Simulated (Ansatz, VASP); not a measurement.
**One calculation of Si, two programs**

```xyz
2
Lattice="0.0000 2.6524 2.7221 2.6524 0.0000 2.7221 2.6524 2.6524 0.0000" Properties=species:S:1:pos:R:3 pbc="T T T"
Si    0.0000    0.0000    0.0000
Si    1.3262    1.3262    1.3611
```

Change from the starting cell: biaxial_xy strain -2.6%.

Alike in both runs: task single point; functional r2SCAN; k mesh 8 × 8 × 8; no spin polarisation.

|  | VASP | Ansatz |
| --- | --- | --- |
| version | VASP 6.6.1 | Ansatz 0.2.0 |
| potentials or method | VASP PAW PBE potentials, release 64 (Si) | plane waves, PAW |
| plane-wave cutoff (eV) | 520 | 500 |
| occupations | gaussian, width 0.01 eV | fixed |
| valence electrons in the cell | 8 | 8 |

|  | VASP | Ansatz | Ansatz less VASP |
| --- | --- | --- | --- |
| gap on the k mesh at the Fermi level (eV) | 0.59 | 0.57 | -0.016 |
| pressure (GPa) | 5.3 | 5.6 | +0.26 |
| traceless stress, the component that is largest in VASP (GPa) | -1.94 | -1.93 | +0.014 |

VASP's potentials were made for PBE, not for r2SCAN.
